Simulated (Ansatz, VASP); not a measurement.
# One calculation of Ni, two programs

```xyz
1
Lattice="0.0000 1.7376 1.6681 1.7376 0.0000 1.6681 1.7376 1.7376 0.0000" Properties=species:S:1:pos:R:3 pbc="T T T"
Ni    0.0000    0.0000    0.0000
```

Alike in both runs: functional PBE; k mesh 11 × 11 × 11; occupations fermi-dirac, width 0.05 eV; collinear spin.

|  | VASP | Ansatz |
| --- | --- | --- |
| version | VASP 6.6.1 | Ansatz 0.2.0 |
| potentials or method | VASP PAW PBE potentials, release 64 (Ni_sv_GW) | Ansatz PAW |
| plane-wave cutoff (eV) | 690 | 420 |
| valence electrons in the cell | 18 | 18 |
| task | single point | band structure |

```csv
,VASP,Ansatz,Ansatz less VASP
gap on the k mesh at the Fermi level (eV),none,none,-
pressure (GPa),17.4,18.6,+1.18
"traceless stress, the component that is largest in VASP (GPa)",3.82,3.81,-0.008
net moment per atom (μB),0.57,0.57,0.000
size of the moment on the site where the two differ most (μB),0.61,0.61,0.000
```

Site moments also hang on the region over which each program counts them. A gap of «none» marks a metal or a gap that the smearing closes.
